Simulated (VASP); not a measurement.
# Ag (Fm-3m) in VASP: notebook, part 2 of 2

VASP 6.6.1. Earlier steps stand in the parts before.

### Step 3. Single point, PBE+D4+U, non-collinear spin, zero start, spin-orbit coupling

This run uses another cell than the first one, of 17.76 Å³/atom, 1.042 times its volume.

Input file INCAR:

```
ALGO = Normal
EDIFF = 1E-6
ENCUT = 520
GGA = PE
GGA_COMPAT = False
ISIF = 2
ISMEAR = 1
IVDW = 13
LASPH = True
LCHARG = False
LDAU = True
LDAUJ = 0
LDAUL = 2
LDAUPRINT = 1
LDAUTYPE = 2
LDAUU = 7.5
LMAXMIX = 4
LORBIT = 11
LORBMOM = True
LREAL = False
LSORBIT = True
LWAVE = False
MAGMOM = 0 0 0
NBANDS = 22
NELM = 150
PREC = Accurate
SIGMA = 0.2
```

Input file KPOINTS:

```
k-points
0
Gamma
  8 8 8
```

Input file POSCAR:

```
Ag
1.0
    0.0000000000      2.0709778017      2.0709778017
    2.0709778017      0.0000000000      2.0709778017
    2.0709778017      2.0709778017      0.0000000000
Ag
1
Direct
    0.0000000000      0.0000000000      0.0000000000
```

Potentials or basis: VASP PAW PBE potentials, release 64 (Ag).

Run with:

```console
$ cat potpaw_PBE.64/Ag/POTCAR > POTCAR
$ mpirun -np 1 vasp_ncl > vasp.out
```

OUTCAR:

```text
EDIFF = 1E-6
   ENCUT = 520
   GGA = PE
   ISIF = 2
   ISMEAR = 1
   IVDW = 13
   LASPH = True
   LORBIT = 11
   LREAL = False
   LSORBIT = True
   NELM = 150
   PREC = Accurate

 ion  position               nearest neighbor table
   1  0.000  0.000  0.000-

  LATTYP: Found a face centered cubic cell.
 ALAT       =     4.1419556034

  Lattice vectors:

 A1 = (   0.0000000000,   2.0709778017,   2.0709778017)
 A2 = (   2.0709778017,   0.0000000000,   2.0709778017)
 A3 = (   2.0709778017,   2.0709778017,   0.0000000000)

Analysis of symmetry for initial positions (statically):
=====================================================================
 Subroutine PRICEL returns:
 Original cell was already a primitive cell.

 Routine SETGRP: Setting up the symmetry group for a
 face centered cubic supercell.

 Subroutine GETGRP returns: Found 48 space group operations
 (whereof 48 operations were pure point group operations)
 out of a pool of 48 trial point group operations.

The static configuration has the point symmetry O_h .

Analysis of symmetry for dynamics (positions and initial velocities):
=====================================================================
 Subroutine PRICEL returns:
 Original cell was already a primitive cell.

[... 864 lines left out ...]
  free  energy   TOTEN  =        -1.0703014925 eV

  energy  without entropy=       -1.0702633736  energy(sigma->0) =       -1.07028879

 orbital moment (x)

 # of ion     p       d       tot
 ----------------------------------------
  1         0.000  -0.000  -0.000
 ----------------------------------------
            0.000  -0.000  -0.000

 orbital moment (y)

 # of ion     p       d       tot
 ----------------------------------------
  1         0.000   0.000   0.000
 ----------------------------------------
            0.000   0.000   0.000

 orbital moment (z)

 # of ion     p       d       tot
 ----------------------------------------
  1        -0.000   0.000  -0.000
 ----------------------------------------
           -0.000   0.000  -0.000

 Spin-Orbit-Coupling matrix elements

 Ion:    1  E_soc:     -0.0449815
 l=   1
     0.0000000    -0.0013394    -0.0013394
    -0.0013394     0.0000000    -0.0013394
    -0.0013394    -0.0013394     0.0000000
 l=   2
     0.0000000    -0.0012767     0.0000000    -0.0012767    -0.0048808
    -0.0012767     0.0000000    -0.0036606    -0.0012767    -0.0012202
     0.0000000    -0.0036606     0.0000000    -0.0036606     0.0000000
    -0.0012767    -0.0012767    -0.0036606     0.0000000    -0.0012202
    -0.0048808    -0.0012202     0.0000000    -0.0012202     0.0000000
 l=   3
     0.0000000     0.0000000     0.0000000     0.0000000     0.0000000     0.0000000     0.0000000
     0.0000000     0.0000000     0.0000000     0.0000000     0.0000000     0.0000000     0.0000000
     0.0000000     0.0000000     0.0000000     0.0000000     0.0000000     0.0000000     0.0000000
     0.0000000     0.0000000     0.0000000     0.0000000     0.0000000     0.0000000     0.0000000
     0.0000000     0.0000000     0.0000000     0.0000000     0.0000000     0.0000000     0.0000000
     0.0000000     0.0000000     0.0000000     0.0000000     0.0000000     0.0000000     0.0000000
     0.0000000     0.0000000     0.0000000     0.0000000     0.0000000     0.0000000     0.0000000

 total charge

# of ion       s       p       d       tot
------------------------------------------
    1        0.391   0.220   9.521  10.132

 magnetization (x)

# of ion       s       p       d       tot
------------------------------------------
    1        0.000   0.000   0.000   0.000

 magnetization (y)

# of ion       s       p       d       tot
------------------------------------------
    1        0.000   0.000  -0.000   0.000

 magnetization (z)

# of ion       s       p       d       tot
------------------------------------------
    1       -0.000   0.000  -0.000  -0.000
```

stdout:

```text
POSCAR found type information on POSCAR Ag
 POSCAR found :  1 types and       1 ions
 scaLAPACK will be used
 LDA part: xc-table for (Slater+PW92), standard interpolation
 POSCAR, INCAR and KPOINTS ok, starting setup
 FFT: planning ... GRIDC
 FFT: planning ... GRID_SOFT
 FFT: planning ... GRID
 WAVECAR not read
 entering main loop
```

Run time: 11 s. Hardware: 1 thread of Intel Xeon 6975P-C (Granite Rapids), shared host; peak memory 0.19 GiB.

What came out:

| Quantity | Value |
| --- | --- |
| Free energy | -1.0703 eV |
| Pressure | -4.8 GPa |
| Net moment | 0.00 μB per cell |
| Valence electrons inside the program's atomic spheres | Ag 10.13 |
| Dispersion energy per atom | -0.547 eV |

Moments on the atoms (μB; x, y, z):
```
Ag  0.00 0.00 0.00
```

Caveat: the U is typed as a test and isn't derived for this compound. The state reached can hang on the start; a lower one may exist.

### Step 4. Relaxation of cell and atoms, PBE+D4+U, non-collinear spin, zero start, spin-orbit coupling

INCAR, as its differences from that of step 3:

```diff
@@ -1,7 +1,9 @@
-ALGO = Normal
+ALGO = Fast
 EDIFF = 1E-6
-ENCUT = 520
+EDIFFG = -0.02
+ENCUT = 600
 GGA = PE
 GGA_COMPAT = False
-ISIF = 2
+IBRION = 2
+ISIF = 3
 ISMEAR = 1
@@ -23,4 +25,4 @@
 MAGMOM = 0 0 0
-NBANDS = 22
 NELM = 150
+NSW = 80
 PREC = Accurate
```

KPOINTS is that of step 3.

Input file POSCAR:

```
Ag
1.0
    0.0000000000      2.0427500000      2.0427500000
    2.0427500000      0.0000000000      2.0427500000
    2.0427500000      2.0427500000      0.0000000000
Ag
1
Direct
    0.0000000000      0.0000000000      0.0000000000
```

Run with:

```console
$ cat potpaw_PBE.64/Ag/POTCAR > POTCAR
$ mpirun -np 1 vasp_ncl > vasp.out
```

Wall time 2.1 min (1 thread of AMD EPYC 7R13, shared host); peak memory 0.18 GiB.

The run converged. Its results:

| Property | Result |
| --- | --- |
| Free energy | -1.0916 eV |
| Relaxed volume | 16.63 Å³/atom |
| Relaxed cell | a = 2.865 Å, b = 2.865 Å, c = 2.865 Å, α = 60.00°, β = 60.00°, γ = 60.00° |
| Space group after relaxing (to 0.05 Å) | Fm-3m (No. 225) |
| Energy gained by relaxing | 3.0 meV/atom |
| Ionic steps | 3 |
| Pressure after relaxing | -0.1 GPa |
| Net moment | 0.00 μB per cell |
| Valence electrons inside the program's atomic spheres | Ag 10.19 |
| Dispersion energy per atom | -0.581 eV |

Step by step:
| step | energy change (eV) | largest force (eV/Å) | pressure (GPa) | volume (Å³) |
| --- | --- | --- | --- | --- |
| 1 | 0.0000 | 0.0000 | -2.41 | 17.05 |
| 2 | -0.0024 | 0.0000 | 0.91 | 16.42 |
| 3 | -0.0030 | 0.0000 | -0.11 | 16.63 |

Final structure:
```xyz
1
Lattice="0.0000 2.0258 2.0258 2.0258 0.0000 2.0258 2.0258 2.0258 0.0000" Properties=species:S:1:pos:R:3 pbc="T T T"
Ag    0.0000    0.0000    0.0000
```

Moments on the atoms (μB; x, y, z):
```
Ag  0.00 0.00 0.00
```

Caveat: the U is typed as a test and isn't derived for this compound.

### Step 5. Single point, PBE+D4+U, non-collinear spin, zero start, spin-orbit coupling

This run uses another cell than the first one, of 17.76 Å³/atom, 1.042 times its volume.

Input file INCAR:

```
ALGO = Normal ; EDIFF = 1E-6
ENCUT = 520 ; GGA = PE
GGA_COMPAT = False ; ISIF = 2
ISMEAR = 1 ; IVDW = 13
LASPH = True ; LCHARG = False
LDAU = True ; LDAUJ = 0
LDAUL = 2 ; LDAUPRINT = 1
LDAUTYPE = 2 ; LDAUU = 7.5
LMAXMIX = 4 ; LORBIT = 11
LORBMOM = True ; LREAL = False
LSORBIT = True ; LWAVE = False
MAGMOM = 0 0 0 ; NBANDS = 22
NELM = 150 ; PREC = Accurate
SIGMA = 0.2
```

KPOINTS is that of step 4.

Input file POSCAR:

```
Ag
1.0
    0.0000000000      2.0708635645      2.0708635645
    2.0708635645      0.0000000000      2.0708635645
    2.0708635645      2.0708635645      0.0000000000
Ag
1
Direct
    0.0000000000      0.0000000000      0.0000000000
```

Run with:

```console
$ cat potpaw_PBE.64/Ag/POTCAR > POTCAR
$ mpirun -np 1 vasp_ncl > vasp.out
```

Run time: 24 s. Hardware: 1 thread of Intel Xeon 6975P-C, shared host; peak memory 0.2 GiB.

Results (log left out):

```yaml
Free_energy: -1.0704 eV
Pressure: -4.8 GPa
Net_moment: 0.00 μB per cell
Valence_electrons_inside_the_program's_atomic_spheres: Ag 10.13
Dispersion_energy_per_atom: -0.547 eV
```

Moments on the atoms (μB; x, y, z):
```
Ag  0.00 0.00 0.00
```

Caveat: the U is typed as a test and isn't derived for this compound. The state reached can hang on the start; a lower one may exist.

### Step 6. Relaxation of cell and atoms, PBE+D4+U, non-collinear spin, zero start, spin-orbit coupling

Input file INCAR:

```
SYSTEM = Ag
ALGO = Normal
EDIFF = 1E-7
EDIFFG = -0.01
ENCUT = 600
GGA = PE
GGA_COMPAT = .FALSE.
IBRION = 2
ISIF = 3
ISMEAR = 1
IVDW = 13
LASPH = .TRUE.
LCHARG = .FALSE.
LDAU = .TRUE.
LDAUJ = 0
LDAUL = 2
LDAUPRINT = 1
LDAUTYPE = 2
LDAUU = 7.5
LMAXMIX = 4
LNONCOLLINEAR = .TRUE.
LORBIT = 11
LORBMOM = .TRUE.
LREAL = .FALSE.
LSORBIT = .TRUE.
LWAVE = .FALSE.
MAGMOM = 0 0 0
NELM = 150
NSW = 60
PREC = Accurate
SIGMA = 0.2
```

Input file KPOINTS:

```
k-points
0
G
  8 8 8
  0 0 0
```

Input file POSCAR:

```
Ag
1.0
    0.0000000000      2.0427500000      2.0427500000
    2.0427500000      0.0000000000      2.0427500000
    2.0427500000      2.0427500000      0.0000000000
Ag
1
Direct
    0.0000000000      0.0000000000      0.0000000000
```

Potentials or basis: VASP PAW PBE potentials, release 64 (Ag).

Run with:

```console
$ cat potpaw_PBE.64/Ag/POTCAR > POTCAR
$ mpirun -np 1 vasp_ncl > vasp.out
```

Wall time 55 s (1 thread of Intel Xeon 6975P-C, shared host); peak memory 0.21 GiB.

The run converged. Its results:

- Free energy: -1.0916 eV
- Relaxed volume: 16.60 Å³/atom
- Relaxed cell: a = 2.864 Å, b = 2.864 Å, c = 2.864 Å, α = 60.00°, β = 60.00°, γ = 60.00°
- Space group after relaxing (to 0.05 Å): Fm-3m (No. 225)
- Energy gained by relaxing: 3.0 meV/atom
- Ionic steps: 3
- Pressure after relaxing: 0.0 GPa
- Net moment: 0.00 μB per cell
- Valence electrons inside the program's atomic spheres: Ag 10.19
- Dispersion energy per atom: -0.582 eV

The path:
```
step  energy change (eV)  largest force (eV/Å)  pressure (GPa)  volume (Å³)
   1              0.0000                0.0000           -2.09        17.05
   2             -0.0028                0.0000            0.53        16.51
   3             -0.0030                0.0000            0.02        16.60
```

Final structure:
```cif
data_structure
_symmetry_space_group_name_H-M 'P 1'
_symmetry_Int_Tables_number 1
_cell_length_a 2.8635
_cell_length_b 2.8635
_cell_length_c 2.8635
_cell_angle_alpha 60.000
_cell_angle_beta 60.000
_cell_angle_gamma 60.000
_cell_volume 16.60
loop_
_atom_site_label
_atom_site_type_symbol
_atom_site_fract_x
_atom_site_fract_y
_atom_site_fract_z
_atom_site_occupancy
Ag1 Ag 0.00000 0.00000 0.00000 1
```

Moments on the atoms (μB; x, y, z):
```
Ag  0.00 0.00 0.00
```

Caveat: the U is typed as a test and isn't derived for this compound. The state reached can hang on the start; a lower one may exist.

### Step 7. The runs side by side

| task | level | potentials or basis | spin | U | cell | cutoff (eV) | smearing | ions in elastic constants | pressure (GPa) | moment (μB) |
| --- | --- | --- | --- | --- | --- | --- | --- | --- | --- | --- |
| elastic constants | LDA | VASP PAW LDA potentials, release 64 (Ag) | off | - | a = 2.889 Å, angles 60.0°, 1 atom | 600 | fermi-dirac 0.05 eV | relaxed | - | - |
| single point | PBE+D4+U | VASP PAW PBE potentials, release 64 (Ag) | non-collinear, zero start, SOC | Ag d U = 7.5 eV | a = 2.929 Å, angles 60.0°, 1 atom | 520 | methfessel-paxton 0.2 eV | - | -4.8 | 0.00 |
| relaxation of cell and atoms | PBE+D4+U | VASP PAW PBE potentials, release 64 (Ag) | non-collinear, zero start, SOC | Ag d U = 7.5 eV | relaxed from a = 2.889 Å, angles 60.0°, 1 atom | 600 | methfessel-paxton 0.2 eV | - | 0.0 | 0.00 |

Alike in all rows: k mesh 8 × 8 × 8.

Caveats: the U is typed as a test and isn't derived for this compound (some runs); the cell is under stress, which shifts elastic constants (some runs).

Absolute energies hang on the potentials; compare differences alone.
